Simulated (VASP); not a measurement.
# Au (Cmcm) in VASP: a series of runs

Runs on Au. Level: PBEsol. Tasks: single point.

All numbers are computed with VASP 6.6.1; they aren't measurements. Logs are shortened: lines on timing, memory, paths and dates and some standing lists are left out, and cuts for length are marked.

### 1 The cell of the first run

The structure is orthorhombic, space group Cmcm (No. 63). Conventional cell: a = 4.585 Å, b = 3.242 Å, c = 4.585 Å, α = 90.00°, β = 90.00°, γ = 90.00°. Au (site symmetry m2m) has 14 Au at 2.68 to 3.25 Å within 3.5 Å.

### 2 Single point, PBEsol (mode 5 (92.8 1/cm) frozen in, largest displacement +0.113 Å)

Contents of INCAR:

```
SYSTEM = Au
  ALGO = Fast
  EDIFF = 1E-6
  ENCUT = 520
  GGA = PS
  ISIF = 2
  ISMEAR = 0
  LASPH = .True.
  LCHARG = .False.
  LREAL = .False.
  LWAVE = .False.
  NBANDS = 18
  NELM = 80
  PREC = Accurate
  SIGMA = 0.15
```

Contents of KPOINTS:

```
k-points
0
Gamma
  22 22 14
  0 0 0
```

Contents of POSCAR:

```
Au
1.0
   -1.6210733944      1.6210733944      1.6210733944
    1.6210733944     -1.6210733944      1.6210733944
    3.2421467888      3.2421467888      0.0000000000
Au
2
Direct
   -0.0346992309     -0.0346992309      0.0000000000
    0.5346992309      0.5346992309      0.5000000000
```

Potentials or basis: VASP PAW PBE potentials, release 64 (Au).

Command:

```sh
$ cat potpaw_PBE.64/Au/POTCAR > POTCAR
$ mpirun -np 1 vasp_std > vasp.out
```

OUTCAR:

```text
SYSTEM = Au
   EDIFF = 1E-6
   ENCUT = 520
   GGA = PS
   ISIF = 2
   ISMEAR = 0
   LASPH = .True.
   LREAL = .False.
   NELM = 80
   PREC = Accurate

 ion  position               nearest neighbor table
   1  0.965  0.965  0.000-   2 2.68   2 2.68   2 2.94   2 2.94   2 3.25   2 3.25   2 3.25   2 3.25

   2  0.535  0.535  0.500-   1 2.68   1 2.68   1 2.94   1 2.94   1 3.25   1 3.25   1 3.25   1 3.25

  LATTYP: Found a base centered orthorhombic cell.
 ALAT       =     3.2421467888
 B/A-ratio  =     1.4142135624
 C/A-ratio  =     1.4142135624

  Lattice vectors:

 A1 = (  -1.6210733944,   1.6210733944,   1.6210733944)
 A2 = (   1.6210733944,  -1.6210733944,   1.6210733944)
 A3 = (   3.2421467888,   3.2421467888,   0.0000000000)

Analysis of symmetry for initial positions (statically):
=====================================================================
 Subroutine PRICEL returns:
 Original cell was already a primitive cell.

 Routine SETGRP: Setting up the symmetry group for a
 base centered orthorhombic supercell.

 Subroutine GETGRP returns: Found  8 space group operations
 (whereof  4 operations were pure point group operations)
 out of a pool of  8 trial point group operations.

The static configuration has the point symmetry C_2v.
 The point group associated with its full space group is D_2h.

Analysis of symmetry for dynamics (positions and initial velocities):
=====================================================================
 Subroutine PRICEL returns:
 Original cell was already a primitive cell.

 Routine SETGRP: Setting up the symmetry group for a
 base centered orthorhombic supercell.

 Subroutine GETGRP returns: Found  8 space group operations
 (whereof  4 operations were pure point group operations)
 out of a pool of  8 trial point group operations.

The dynamic configuration has the point symmetry C_2v.
 The point group associated with its full space group is D_2h.

 Subroutine INISYM returns: Found  8 space group operations
 (whereof  4 operations are pure point group operations),
 and found     1 'primitive' translations

----------------------------------------------------------------------------------------

                                     Primitive cell

  volume of cell :      34.0799

  direct lattice vectors                    reciprocal lattice vectors
    -1.621073394  1.621073394  1.621073394    -0.154218804  0.154218804  0.308437608
     1.621073394 -1.621073394  1.621073394     0.154218804 -0.154218804  0.308437608
     3.242146789  3.242146789  0.000000000     0.154218804  0.154218804  0.000000000

  length of vectors
     2.807781482  2.807781482  4.585087960     0.377757378  0.377757378  0.218098324

  position of ions in fractional coordinates (direct lattice)
     0.965300769  0.965300769  0.000000000
     0.534699231  0.534699231  0.500000000

  ion indices of the primitive-cell ions
   primitive index   ion index
                 1           1
                 2           2

----------------------------------------------------------------------------------------

 KPOINTS: k-points

Automatic generation of k-mesh.
 Grid dimensions read from file:
 generate k-points for:   22   22   14

 Generating k-lattice:

  Cartesian coordinates                     Fractional coordinates (reciprocal lattice)
    -0.007009946  0.007009946  0.014019891     0.045454545  0.000000000  0.000000000
     0.007009946 -0.007009946  0.014019891     0.000000000  0.045454545  0.000000000
     0.011015629  0.011015629  0.000000000     0.000000000  0.000000000  0.071428571

  Length of vectors
     0.017170790  0.017170790  0.015578452

  Shift w.r.t. Gamma in fractional coordinates (k-lattice)
     0.000000000  0.000000000  0.000000000

 Subroutine IBZKPT returns following result:
 ===========================================

 Found   1064 irreducible k-points:

 Following reciprocal coordinates:
            Coordinates               Weight
  0.000000  0.000000  0.000000      1.000000
  0.045455  0.000000  0.000000      4.000000
  0.090909  0.000000  0.000000      4.000000
  0.136364  0.000000  0.000000      4.000000
  0.181818  0.000000  0.000000      4.000000
  0.227273  0.000000  0.000000      4.000000
[... 16 lines left out ...]
  0.500000  0.045455  0.000000      4.000000
 -0.454545  0.045455  0.000000      4.000000
 [... further k-points ...]
   k-points           NKPTS =   1064   k-points in BZ     NKDIM =   1064   number of bands    NBANDS=     18
   number of dos      NEDOS =    301   number of ions     NIONS =      2
   total plane-waves  NPLWV =  20736
   dimension x,y,z NGX =    24 NGY =   24 NGZ =   36
   dimension x,y,z NGXF=    48 NGYF=   48 NGZF=   72
   ions per type =               2
   NGX,Y,Z   is equivalent  to a cutoff of  14.21, 14.21, 13.05 a.u.
   NGXF,Y,Z  is equivalent  to a cutoff of  28.42, 28.42, 26.11 a.u.
 SYSTEM =  Au
   PREC   = accura    normal or accurate (medium, high low for compatibility)
   ISTART =      0    job   : 0-new  1-cont  2-samecut
   ICHARG =      2    charge: 1-file 2-atom 10-const
   ISPIN  =      1    spin polarized calculation?
   LNONCOLLINEAR =      F non collinear calculations
   LSORBIT =      F    spin-orbit coupling
   LASPH  =      T    aspherical Exc in radial PAW
   ENCUT  =  520.0 eV  38.22 Ry    6.18 a.u.   5.22  5.22  8.53*2*pi/ulx,y,z
   NELM   =     80;   NELMIN=  2; NELMDL= -5     # of ELM steps
   EDIFF  = 0.1E-05   stopping-criterion for ELM
   LREAL  =      F    real-space projection
   EDIFFG = 0.1E-04   stopping-criterion for IOM
   NSW    =      0    number of steps for IOM
   IBRION =     -1    ionic relax: 0-MD 1-quasi-New 2-CG
   NFREE  =      0    steps in history (QN), initial steepest desc. (CG)
   ISIF   =      2    stress and relaxation
   ISYM   =      2    0-nonsym 1-usesym 2-fastsym
   POTIM  = 0.5000    time-step for ionic-motion
   TEBEG  =    0.0;   TEEND  =   0.0 temperature during run
   PSTRESS=    0.0 pullay stress
   NELECT =      22.0000    total number of electrons
   NUPDOWN=      -1.0000    fix difference up-down
   EMIN   =  10.00;   EMAX   =-10.00  energy-range for DOS
   EFERMI =   0.00;   METHOD = LEGACY
   ISMEAR =     0;   SIGMA  =   0.15  broadening in eV -4-tet -1-fermi 0-gaus
   EFERMI_NEDOS =   21; number of points for ismear=-14 and -15
   IALGO  =     68    algorithm
   IMIX   =      4    mixing-type and parameters
     AMIX     =   0.40;   BMIX     =  1.00
     AMIX_MAG =   1.60;   BMIX_MAG =  1.00
  volume/ion in A,a.u.               =      17.04       114.99
  Fermi-wavevector in a.u.,A,eV,Ry     =   1.414869  2.673716 27.236900  2.001856
  Thomas-Fermi vector in A             =   2.536367
   LORBIT       =      0    0 simple, 1 ext, 2 COOP (PROOUT), +10 PAW based schemes
   GGA     = PS    functional components
   LHFCALC =     F    Hartree Fock is set to
   AEXX    =    0.0000 exact exchange contribution
   IVDW    =     0    specifies the selected vdW correction
   LEPSILON=     F    determine dielectric tensor
   LRPA    =     F    only Hartree local field effects (RPA)
 non-spin polarized calculation
 RMM-DIIS sequential band-by-band and
 Gauss-broadening in eV      SIGMA  =   0.15
  energy-cutoff  :      520.00
  volume of cell :       34.08
 maximum number of plane-waves:       936
 NGX is ok and might be reduce to    24
   NGX = 11   NGY = 11   NGZ = 17

 number of electron      22.0000001 magnetization

 Free energy of the ion-electron system (eV)
  ---------------------------------------------------
  ext. energy  EPLUGINS =         0.00000000
  ---------------------------------------------------
  free energy    TOTEN  =        -7.72979882 eV

  energy without entropy =       -7.72383395  energy(sigma->0) =       -7.72681638

 E-fermi :   9.2622     XC(G=0): -12.8810

 val. band max:        9.2584590060   @ k =   0.4545   0.0909   0.4286
 cond. band min:       9.2662516644   @ k =  -0.0909   0.0909   0.0714
 fundamental gap:      0.0077926584
 Fermi energy:         9.2621613337

 k-point     1 :       0.0000    0.0000    0.0000
  band No.  band energies     occupation
      1      -0.6294      2.00000
      2       2.0549      2.00000
      3       3.3591      2.00000
      4       4.3046      2.00000
      5       4.3651      2.00000
      6       4.4878      2.00000
[... 10 lines left out ...]
     17      26.0017      0.00000
     18      26.0477      0.00000

 k-point     2 :       0.0455    0.0000    0.0000
  band No.  band energies     occupation
      1      -0.5721      2.00000
      2       2.1005      2.00000
      3       3.3733      2.00000
      4       4.3086      2.00000
      5       4.3912      2.00000
      6       4.4819      2.00000
[... 10 lines left out ...]
     17      26.0258      0.00000
     18      26.0607      0.00000

 k-point     3 :       0.0909    0.0000    0.0000
  band No.  band energies     occupation
      1      -0.4023      2.00000
      2       2.2318      2.00000
      3       3.4149      2.00000
      4       4.2803      2.00000
      5       4.4629      2.00000
      6       4.5103      2.00000
[... 10 lines left out ...]
     17      25.9375      0.00000
     18      26.2283      0.00000

 k-point     4 :       0.1364    0.0000    0.0000
  band No.  band energies     occupation
      1      -0.1265      2.00000
      2       2.4304      2.00000
      3       3.4830      2.00000
      4       4.2225      2.00000
      5       4.4275      2.00000
      6       4.7222      2.00000
[... 375 lines left out ...]
      4       4.0037      2.00000
      5       4.1293      2.00000
      6       4.8241      2.00000
[... 10 lines left out ...]
     17      22.2337      0.00000
     18      24.9705      0.00000

 k-point    23 :       0.5000    0.0455    0.0000
  band No.  band energies     occupation
      1       2.7443      2.00000
      2       3.0726      2.00000
      3       3.5413      2.00000
      4       3.9733      2.00000
      5       4.0575      2.00000
      6       4.7848      2.00000
[... 10 lines left out ...]
     17      22.4116      0.00000
     18      24.8869      0.00000

 k-point    24 :      -0.4545    0.0455    0.0000
  band No.  band energies     occupation
      1       2.6749      2.00000
      2       3.1039      2.00000
      3       3.5684      2.00000
      4       3.9185      2.00000
      5       3.9851      2.00000
      6       4.6657      2.00000
[... 10 lines left out ...]
     17      22.7204      0.00000
     18      24.9775      0.00000

 [... further k-points ...]

------------------------ aborting loop because EDIFF is reached ----------------------------------------

  FORCE on cell =-STRESS in cart. coord.  units (eV):
  Direction    XX          YY          ZZ          XY          YZ          ZX
  --------------------------------------------------------------------------------------
  -------------------------------------------------------------------------------------
  Total        0.4705591      0.4705591      0.1530183      0.5700961      0.0000000      0.0000000
  in kB       22.1221197     22.1221197      7.1937619     26.8015933      0.0000000      0.0000000
  external PRESSURE =      17.1460004 kB  Pullay stress =       0.0000000 kB

 VOLUME and BASIS-vectors are now :
 -----------------------------------------------------------------------------
  energy-cutoff  :      520.00
  volume of cell :       34.08
      direct lattice vectors                 reciprocal lattice vectors
    -1.621073394  1.621073394  1.621073394    -0.154218804  0.154218804  0.308437608
     1.621073394 -1.621073394  1.621073394     0.154218804 -0.154218804  0.308437608
     3.242146789  3.242146789  0.000000000     0.154218804  0.154218804  0.000000000

 POSITION                                       TOTAL-FORCE (eV/Angst)
 -----------------------------------------------------------------------------------
      0.00000      0.00000      3.12965        -0.000000     -0.000000      0.698057
      1.62107      1.62107      1.73357         0.000000      0.000000     -0.698057
 -----------------------------------------------------------------------------------
    total drift:                               -0.000000      0.000000     -0.000000

  FREE ENERGIE OF THE ION-ELECTRON SYSTEM (eV)
  ---------------------------------------------------
  free  energy   TOTEN  =        -7.7297988153 eV

  energy  without entropy=       -7.7238339546  energy(sigma->0) =       -7.72681638
```

Run time: 3 min. Hardware: 1 thread of Intel Xeon 6975P-C (Granite Rapids), shared host; peak memory 0.59 GiB.

Results:

| Quantity | Value |
| --- | --- |
| Free energy | -7.7298 eV |
| Pressure | 1.7 GPa |
| Largest force | 0.698 eV/Å |
| Band gap on the k mesh | zero (band 11 reaches 13.11 eV, above the bottom of band 12 at 6.47 eV) |

Forces in eV/Å, atoms in the order of the input:
```
Au   0.000  0.000  0.698
Au   0.000  0.000 -0.698
```

Stress tensor (GPa, compression positive):
```
2.21 2.68 0.00
2.68 2.21 0.00
0.00 0.00 0.72
```

Caveat: the cell differs from its parent crystal (mode 5 (92.8 1/cm) frozen in, largest displacement +0.113 Å); the PAW data sets were made with another functional, which shifts forces and pressure a little; spin-orbit coupling is left out, which moves the levels of the heavy elements.

### 3 Single point, PBEsol (mode 5 (92.8 1/cm) frozen in, largest displacement +0.263 Å)

Contents of INCAR:

```
SYSTEM = Au
  PREC = Accurate
  ENCUT = 520
  EDIFF = 1E-6
  ISMEAR = 0
  SIGMA = 0.15
  LREAL = .FALSE.
  LASPH = .TRUE.
  NELM = 100
  ALGO = Fast
  ISIF = 2
  LWAVE = .FALSE.
  LCHARG = .FALSE.
  GGA = PS
  NBANDS = 18
```

Contents of KPOINTS:

```
Automatic mesh
0
G
  22 22 14
  0 0 0
```

Contents of POSCAR:

```
Au
1.0
   -1.6210733944      1.6210733944      1.6210733944
    1.6210733944     -1.6210733944      1.6210733944
    3.2421467888      3.2421467888      0.0000000000
Au
2
Direct
   -0.0809648721     -0.0809648721      0.0000000000
    0.5809648721      0.5809648721      0.5000000000
```

Potentials or basis: VASP PAW PBE potentials, release 64 (Au).

Command:

```sh
$ cat potpaw_PBE.64/Au/POTCAR > POTCAR
$ mpirun -np 1 vasp_std > vasp.out
```

Run time: 3.9 min. Hardware: 1 thread of Intel Xeon Platinum 8488C (Sapphire Rapids), shared host; peak memory 0.6 GiB.

Results (log left out):

* Free energy: -7.3850 eV
* Pressure: 9.3 GPa
* Largest force: 1.582 eV/Å
* Band gap on the k mesh: zero (band 11 reaches 13.10 eV, above the bottom of band 12 at 6.94 eV)

Forces on the atoms (eV/Å):
```
Au   0.000  0.000  1.582
Au   0.000  0.000 -1.582
```

Stress tensor (GPa, compression positive):
```
12.47 13.53  0.00
13.53 12.47  0.00
 0.00  0.00  2.91
```

Levels at points of the mesh, in eV from the Fermi level:
```
           k point  band 9  band 10  band 11  band 12  band 13  band 14
(0.00, 0.00, 0.00)   -3.04    -2.50    -2.17    -0.60     3.93    13.43
(0.50, 0.00, 0.00)   -2.62    -2.28    -0.01     1.05     5.59     7.24
(0.50, 0.50, 0.00)   -1.46    -1.40    -0.65     3.48     6.31     6.38
(0.00, 0.00, 0.50)   -2.70    -2.70    -2.32    -2.32    12.13    12.13
(0.50, 0.00, 0.50)   -1.76    -1.76     0.06     0.06     3.29     3.29
(0.50, 0.50, 0.50)   -1.52    -1.52     3.47     3.47     3.89     3.89
```

Caveat: the cell differs from its parent crystal (mode 5 (92.8 1/cm) frozen in, largest displacement +0.263 Å); the PAW data sets were made with another functional, which shifts forces and pressure a little; spin-orbit coupling is left out, which moves the levels of the heavy elements.

### 4 Single point, PBEsol (mode 5 (92.8 1/cm) frozen in, largest displacement +0.188 Å)

Contents of INCAR:

```
SYSTEM = Au
PREC     = Accurate       ! precision mode
ENCUT    = 520            ! plane-wave cutoff, eV
EDIFF    = 1E-6           ! SCF threshold, eV
ISMEAR   = 0              ! smearing method
SIGMA    = 0.15           ! smearing width, eV
LREAL    = .FALSE.        ! projectors in reciprocal space
LASPH    = .TRUE.         ! aspherical terms in the spheres
NELM     = 60             ! most SCF steps
ALGO     = Fast           ! electronic algorithm
ISIF     = 2              ! what is computed and relaxed
LWAVE    = .FALSE.        ! write WAVECAR
LCHARG   = .FALSE.        ! write CHGCAR
GGA      = PS             ! functional
NBANDS   = 18             ! bands
```

KPOINTS is that of step 3.

Contents of POSCAR:

```
Au
1.0
   -1.6210733944      1.6210733944      1.6210733944
    1.6210733944     -1.6210733944      1.6210733944
    3.2421467888      3.2421467888      0.0000000000
Au
2
Direct
   -0.0578320515     -0.0578320515      0.0000000000
    0.5578320515      0.5578320515      0.5000000000
```

Command:

```sh
$ cat potpaw_PBE.64/Au/POTCAR > POTCAR
$ mpirun -np 1 vasp_std > vasp.out
```

Run time: 3.8 min. Hardware: 1 thread of Intel Xeon Platinum 8488C (Sapphire Rapids), shared host; peak memory 0.59 GiB.

The run converged. Its results:

- Free energy: -7.5908 eV
- Pressure: 4.8 GPa
- Largest force: 1.155 eV/Å
- Band gap on the k mesh: zero (band 11 reaches 13.09 eV, above the bottom of band 12 at 6.60 eV)

Forces in eV/Å, atoms in the order of the input:
```
Au   0.000  0.000  1.155
Au   0.000  0.000 -1.155
```

Stress tensor (GPa, compression positive):
```
6.35 7.05 0.00
7.05 6.35 0.00
0.00 0.00 1.77
```

Levels at points of the mesh, in eV from the Fermi level:
| k point | band 7 | band 8 | band 9 | band 10 | band 11 | band 12 | band 13 | band 14 | band 15 | band 16 |
| --- | --- | --- | --- | --- | --- | --- | --- | --- | --- | --- |
| (0.00, 0.00, 0.00) | -3.05 | -3.01 | -3.00 | -2.69 | -1.77 | -0.64 | 3.75 | 12.92 | 14.72 | 16.09 |
| (0.50, 0.00, 0.00) | -3.33 | -2.87 | -2.68 | -2.33 | 0.11 | 0.94 | 5.82 | 7.58 | 7.81 | 11.10 |
| (0.50, 0.50, 0.00) | -2.34 | -1.70 | -1.60 | -1.37 | -0.66 | 3.52 | 6.29 | 6.33 | 7.13 | 9.35 |
| (0.00, 0.00, 0.50) | -3.30 | -3.30 | -2.74 | -2.74 | -2.66 | -2.66 | 12.16 | 12.16 | 14.28 | 14.28 |
| (0.50, 0.00, 0.50) | -2.72 | -2.72 | -1.61 | -1.61 | -0.24 | -0.24 | 3.43 | 3.43 | 12.62 | 12.62 |
| (0.50, 0.50, 0.50) | -2.60 | -2.60 | -1.53 | -1.53 | 3.46 | 3.46 | 3.86 | 3.86 | 9.11 | 9.11 |

Caveat: the cell differs from its parent crystal (mode 5 (92.8 1/cm) frozen in, largest displacement +0.188 Å); the PAW data sets were made with another functional, which shifts forces and pressure a little; spin-orbit coupling is left out, which moves the levels of the heavy elements.

(Continued in part 2 of 2.)
